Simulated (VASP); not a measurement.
Here is a VASP 6.6.1 calculation.

File INCAR:

```
SYSTEM = GaN
PREC = Accurate
ENCUT = 600
EDIFF = 1E-6
ISMEAR = 0
SIGMA = 0.01
LREAL = .False.
LASPH = .True.
NELM = 100
ALGO = Normal
ISIF = 3
LWAVE = .False.
LCHARG = .False.
IBRION = 2
NSW = 100
EDIFFG = -0.002
PSTRESS = 70.0
```

File KPOINTS:

```
Automatic mesh
0
Gamma
  8 8 4
  0 0 0
```

File POSCAR:

```
GaN
1.0
    3.1518145789      0.0000000000      0.0000000000
   -1.5759072894      2.7295514933      0.0000000000
    0.0000000000      0.0000000000      5.1383977941
Ga N
2 2
Direct
    0.3333333333      0.6666666667     -0.0007042243
    0.6666666667      0.3333333333      0.4992957757
    0.3333333333      0.6666666667      0.3757042243
    0.6666666667      0.3333333333      0.8757042243
```

Potentials or basis: VASP PAW LDA potentials, release 64 (Ga_d, N).

Command:

```sh
$ cat potpaw_LDA.64/Ga_d/POTCAR potpaw_LDA.64/N/POTCAR > POTCAR
$ mpirun -np 1 vasp_std > vasp.out
```

Estimate the relaxed volume.

10.75 Å³/atom.

Estimate the band gap on the k mesh.

2.33 eV.

Predict the space group after relaxing (to 0.1 Å).

P6_3mc (No. 186).

Predict the relaxed cell.

a = 3.123 Å, b = 3.123 Å, c = 5.092 Å, α = 90.00°, β = 90.00°, γ = 120.00°.

Step by step:
| step | energy change (eV) | largest force (eV/Å) | pressure (GPa) | volume (Å³) |
| --- | --- | --- | --- | --- |
| 1 | 0.0000 | 0.0016 | 1.01 | 44.21 |
| 2 | 0.1249 | 0.0131 | 15.06 | 41.61 |
| 3 | 0.0287 | 0.0065 | 6.94 | 43.02 |
| 4 | 0.0297 | 0.0066 | 7.39 | 43.00 |
| 5 | 0.0237 | 0.0026 | 6.25 | 43.15 |
| 6 | 0.0284 | 0.0047 | 6.91 | 43.03 |
| 7 | 0.0287 | 0.0057 | 6.94 | 43.03 |
| 8 | 0.0290 | 0.0063 | 7.01 | 43.02 |
| 9 | 0.0289 | 0.0049 | 6.99 | 43.02 |
| 10 | 0.0289 | 0.0000 | 6.93 | 43.02 |
| 11 | 0.0289 | 0.0008 | 6.94 | 43.02 |
| 12 | 0.0290 | 0.0023 | 6.94 | 43.02 |
| 13 | 0.0293 | 0.0038 | 6.99 | 43.01 |
| 14 | 0.0292 | 0.0012 | 6.98 | 43.01 |
| 15 | 0.0292 | 0.0047 | 7.00 | 43.01 |
| 16 | 0.0292 | 0.0010 | 6.95 | 43.01 |
| 17 | 0.0292 | 0.0034 | 6.98 | 43.01 |
| 18 | 0.0292 | 0.0015 | 6.99 | 43.01 |
| 19 | 0.0294 | 0.0002 | 7.07 | 43.01 |
| 20 | 0.0293 | 0.0000 | 6.98 | 43.01 |

Caveat: the cell is relaxed towards a set pressure, so the run minimises the enthalpy, not the energy. Zero-point motion and thermal expansion aren't in these numbers.
